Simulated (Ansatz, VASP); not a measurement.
## TaN in VASP and in Ansatz

The input INCAR:

```
SYSTEM = TaN
  PREC = Accurate
  ENCUT = 600
  EDIFF = 1E-7
  ISMEAR = 0
  SIGMA = 0.1
  LREAL = .FALSE.
  LASPH = .TRUE.
  NELM = 100
  ALGO = Normal
  ISIF = 3
  LWAVE = .FALSE.
  LCHARG = .FALSE.
  GGA = PE
  IBRION = 2
  NSW = 100
  EDIFFG = -0.01
```

Contents of KPOINTS:

```
Automatic mesh
0
G
  18 18 8
  0 0 0
```

File POSCAR:

```
TaN
1.0
    2.9178189976      0.0000000000      0.0000000000
   -1.4589094988      2.5269053755      0.0000000000
    0.0000000000      0.0000000000      5.9094278934
Ta N
2 2
Direct
    0.0000000000      0.0000000000      0.0000000000
    0.0000000000      0.0000000000      0.5000000000
    0.3333333333      0.6666666667      0.2500000000
    0.6666666667      0.3333333333      0.7500000000
```

Input for Ansatz:

```yaml
crystal:
  lattice:
    - [2.9178189976, 0.0, 0.0]
    - [-1.4589094988, 2.5269053755, 0.0]
    - [0.0, 0.0, 5.9094278934]
  atoms:
    - { symbol: Ta, position: [0.0, 0.0, 0.0] }
    - { symbol: Ta, position: [0.0, 0.0, 0.5] }
    - { symbol: "N", position: [0.3333333333, 0.6666666667, 0.25] }
    - { symbol: "N", position: [0.6666666667, 0.3333333333, 0.75] }
basis:
  ecutwfc: 420
kpoints:
  mp_grid: { grid: [18, 18, 8] }
hamiltonian:
  xc: pbe
scf:
  occupations: { method: gaussian, width: 0.1 }
output:
  forces: true
  stress: true
  eigenvalues: true
  write_density: true
  write_potential: true
  elf: true
  volumetric_format: npy
relax:
  adjacent_minimum: "off"
  f_tol: 0.01
  max_steps: 80
  cell: { stress_tol: 0.05 }
```

Alike in both runs: task relaxation of cell and atoms; functional PBE; k mesh 18 × 18 × 8; occupations gaussian, width 0.1 eV; no spin polarisation.

|  | VASP | Ansatz |
| --- | --- | --- |
| version | VASP 6.6.1 | Ansatz 0.2.0 |
| potentials or method | VASP PAW PBE potentials, release 64 (Ta_pv, N), cutoff 600 eV | scalar-relativistic, plane waves, PAW |
| valence electrons in the cell | 32 | 36 |

|  | VASP | Ansatz | Ansatz less VASP |
| --- | --- | --- | --- |
| gap on the k mesh at the Fermi level, each at its own relaxed structure (eV) | none | none | - |
| relaxed volume (Å³/atom) | 10.92 | 10.90 | -0.022 |
| relaxed cell length with the largest relative difference (Å) | 2.919 | 2.917 | -0.0022 |

A gap of «none» marks a metal or a gap that the smearing closes. VASP's potentials hold 32 valence electrons a cell and Ansatz's 36, so a difference there can come from the potentials and not from the codes.

Neither program's run includes spin-orbit coupling.
